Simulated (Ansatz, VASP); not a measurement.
One calculation of Rb, two programs

```
CELL_PARAMETERS angstrom
-2.74872 2.74872 2.74872
2.74872 -2.74872 2.74872
2.74872 2.74872 -2.74872
ATOMIC_POSITIONS crystal
Rb 0.00000 0.00000 0.00000
```

Change from the starting cell: volume scaled by 0.94.

Alike in both runs: task single point; functional PBEsol; k mesh 8 × 8 × 8; occupations fermi-dirac, width 0.05 eV; no spin polarisation.

```csv
,VASP,Ansatz
version,VASP 6.6.1,Ansatz 0.2.0
potentials or method,"VASP PAW PBE potentials, release 64 (Rb_sv), cutoff 520 eV","all-electron LAPW, scalar-relativistic"
```

|  | VASP | Ansatz | Ansatz less VASP |
| --- | --- | --- | --- |
| pressure (GPa) | 0.1 | 0.1 | 0.00 |

VASP's potentials were made for PBE, not for PBEsol. Ansatz ran all-electron here, and VASP with PAW potentials.
